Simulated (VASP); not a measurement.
The system is Cd2S.

```
CELL_PARAMETERS angstrom
4.04039 0.00000 0.00000
-2.02019 3.49908 0.00000
0.00000 0.00000 5.92313
ATOMIC_POSITIONS crystal
Cd 0.33333 0.66667 0.93272
Cd 0.66667 0.33333 0.57873
S 0.33333 0.66667 0.36571
```

Base run:

| Item | Value |
| --- | --- |
| Program | VASP 6.6.1 |
| Functional | r2SCAN |
| Potentials or basis | VASP PAW PBE potentials, release 64 (Cd, S) |
| Cutoff | 520 eV |
| k mesh | 8 × 8 × 5 |
| Occupations | fermi-dirac, width 0.05 eV |
| Spin | no spin polarisation |

Its results: band gap on the k mesh 0.32 eV, indirect (least direct gap 0.60 eV); pressure -3.6 GPa; largest force 0.230 eV/Å.

Problem. The run is repeated on the same cell with these changes: functional from r2SCAN to PBEsol. What comes out?

Solution. Band gap on the k mesh 0.28 eV, indirect (least direct gap 0.57 eV); pressure -4.6 GPa; largest force 0.319 eV/Å.

Caveats: the PAW data sets were made with another functional, which shifts forces and pressure a little.

A k mesh can miss the band edges.
